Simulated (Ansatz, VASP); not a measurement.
**Two plane-wave programs on Mg**

File POSCAR:

```
Mg
1.0
    3.1792646675      0.0000000000      0.0000000000
   -1.5896323337      2.7533239674      0.0000000000
    0.0000000000      0.0000000000      5.1568903974
Mg
2
Direct
    0.3333333333      0.6666666667      0.2500000000
    0.6666666667      0.3333333333      0.7500000000
```

File INCAR.step1:

```
SYSTEM = Mg
  ALGO = Normal
  EDIFF = 1E-4
  ENCUT = 520
  GGA = PE
  ISMEAR = -1
  LASPH = .TRUE.
  LCHARG = .FALSE.
  LREAL = .FALSE.
  LWAVE = .TRUE.
  NBANDS = 9
  NELM = 100
  PREC = Accurate
  SIGMA = 0.03
```

The input INCAR.step2:

```
SYSTEM = Mg
  ALGO = Normal
  EDIFF = 1E-6
  ENCUT = 520
  ISIF = 2
  ISMEAR = -1
  ISTART = 1
  LASPH = .TRUE.
  LCHARG = .TRUE.
  LELF = .TRUE.
  LMIXTAU = .TRUE.
  LREAL = .FALSE.
  LVHAR = .TRUE.
  LWAVE = .FALSE.
  METAGGA = R2SCAN
  NBANDS = 9
  NELM = 100
  PREC = Accurate
  SIGMA = 0.03
```

File KPOINTS:

```
k-points
0
G
  11 11 6
  0 0 0
```

Input for Ansatz:

```yaml
crystal:
  lattice:
    - [3.1792646675, 0.0, 0.0]
    - [-1.5896323337, 2.7533239674, 0.0]
    - [0.0, 0.0, 5.1568903974]
  atoms:
    - { symbol: Mg, position: [0.3333333333, 0.6666666667, 0.25] }
    - { symbol: Mg, position: [0.6666666667, 0.3333333333, 0.75] }
hamiltonian:
  xc: r2scan
  pseudopotentials:
    kind: paw
    azcp:
      Mg: "pseudopotentials/Mg.paw.azcp"
basis:
  ecutwfc: 500
  fft_grid_basis: typed
kpoints:
  mp_grid: { grid: [11, 11, 6], shift: [0, 0, 0] }
magnetization:
  spin_polarized: false
scf:
  occupations: { method: fermi_dirac, width: 0.03 }
  lower_state_search: "off"
output:
  stress: true
  write_density: true
  write_potential: true
  elf: true
  volumetric_format: npy
```

Alike in both runs: task single point; functional r2SCAN; k mesh 11 × 11 × 6; occupations fermi-dirac, width 0.03 eV; no spin polarisation.

|  | VASP | Ansatz |
| --- | --- | --- |
| version | VASP 6.6.1 | Ansatz 0.2.0 |
| potentials or method | VASP PAW PBE potentials, release 64 (Mg), cutoff 520 eV | plane waves (500 eV) with PAW, scalar-relativistic |
| valence electrons in the cell | 4 | 20 |

VASP gave:

* pressure (GPa): -0.3

Q: What did Ansatz give for the same quantities?

A: Pressure (GPa): 0.0.

VASP's potentials were made for PBE, not for r2SCAN. VASP's potentials hold 4 valence electrons a cell and Ansatz's 20, so a difference there can come from the potentials and not from the codes.
